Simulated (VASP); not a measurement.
Input of a VASP 6.6.1 run:

Contents of INCAR:

```
SYSTEM = GeCN2
PREC     = Accurate       ! precision mode
ENCUT    = 520            ! plane-wave cutoff, eV
EDIFF    = 1E-7           ! SCF threshold, eV
ISMEAR   = -1             ! smearing method
SIGMA    = 0.05           ! smearing width, eV
LREAL    = .False.        ! projectors in reciprocal space
LASPH    = .True.         ! aspherical terms in the spheres
NELM     = 100            ! most SCF steps
ALGO     = Normal         ! electronic algorithm
ISIF     = 2              ! what is computed and relaxed
LWAVE    = .False.        ! write WAVECAR
LCHARG   = .False.        ! write CHGCAR
GGA      = CA             ! functional
NBANDS   = 22             ! bands
```

Contents of KPOINTS:

```
Automatic mesh
0
Gamma
  9 9 9
  0 0 0
```

The input POSCAR:

```
GeCN2
1.0
    1.7937903697      1.0356453528      4.9219572124
   -1.7937903697      1.0356453528      4.9219572124
    0.0000000000     -2.0712907056      4.9219572124
Ge N C
1 2 1
Direct
    0.0000000000      0.0000000000      0.0000000000
    0.5839044000      0.5839044000      0.5839044000
    0.4160956000      0.4160956000      0.4160956000
    0.5000000000      0.5000000000      0.5000000000
```

Potentials or basis: VASP PAW LDA potentials, release 64 (Ge_d, N, C).

Command:

```sh
$ cat potpaw_LDA.64/Ge_d/POTCAR potpaw_LDA.64/N/POTCAR potpaw_LDA.64/C/POTCAR > POTCAR
$ mpirun -np 1 vasp_std > vasp.out
```

(1) Estimate the pressure.

(2) What does it give for the band gap on the k mesh?

(3) Predict the largest force.

## Answers

(1) -6.4 GPa.

(2) 0.95 eV, indirect (least direct gap 1.75 eV).

(3) 0.185 eV/Å.
